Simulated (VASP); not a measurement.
TaN: single point with PBE

TaN:

```
CELL_PARAMETERS angstrom
2.94627 0.00000 0.00000
-1.47314 2.55155 0.00000
0.00000 0.00000 5.67825
ATOMIC_POSITIONS crystal
Ta 0.00000 0.00000 0.00000
Ta 0.00000 0.00000 0.50000
N 0.33333 0.66667 0.25000
N 0.66667 0.33333 0.75000
```

This cell differs from its parent crystal: uniaxial strain along c: -4.0 %.

```yaml
Program: VASP 6.6.1
Task: single point
Functional: PBE
Potentials_or_basis: VASP PAW PBE potentials, release 64 (Ta_pv, N)
Cutoff: 520 eV
k_mesh: 24 × 24 × 10
Occupations: gaussian, width 0.1 eV
Spin: no spin polarisation
Dipole_correction: no
Further_INCAR_settings: ALGO = Normal; EDIFF = 1e-07; NBANDS = 24
```

The pressure is 10.3 GPa and the band gap on the k mesh is zero (bands 16 and 17 overlap by 0.96 eV).

Stress tensor (GPa, compression positive):
```
-0.07  0.00  0.00
 0.00 -0.07  0.00
 0.00  0.00 30.95
```

Levels at points of the mesh, in eV from the Fermi level:
| k point | band 13 | band 14 | band 15 | band 16 | band 17 | band 18 | band 19 | band 20 |
| --- | --- | --- | --- | --- | --- | --- | --- | --- |
| (0.00, 0.00, 0.00) | -3.53 | -2.43 | -2.43 | -0.30 | -0.30 | 0.17 | 0.17 | 2.92 |
| (0.50, 0.00, 0.00) | -4.37 | -3.92 | -3.20 | -1.72 | 3.02 | 3.80 | 4.41 | 5.11 |
| (0.00, 0.00, 0.50) | -4.45 | -4.45 | -0.49 | -0.49 | 0.85 | 0.85 | 0.85 | 0.85 |
| (0.50, 0.00, 0.50) | -4.85 | -4.85 | -2.09 | -2.09 | 3.80 | 3.80 | 4.59 | 4.59 |

It took 3.7 min on 1 thread of Intel(R) Xeon(R) Platinum 8375C CPU @ 2.90GHz (Ice Lake) (shared host), peak memory 0.42 GiB.

Caveat: the cell differs from its parent crystal (uniaxial strain along c: -4.0 %); the cell stands under pressure; spin-orbit coupling is left out, which moves the levels of the heavy elements.
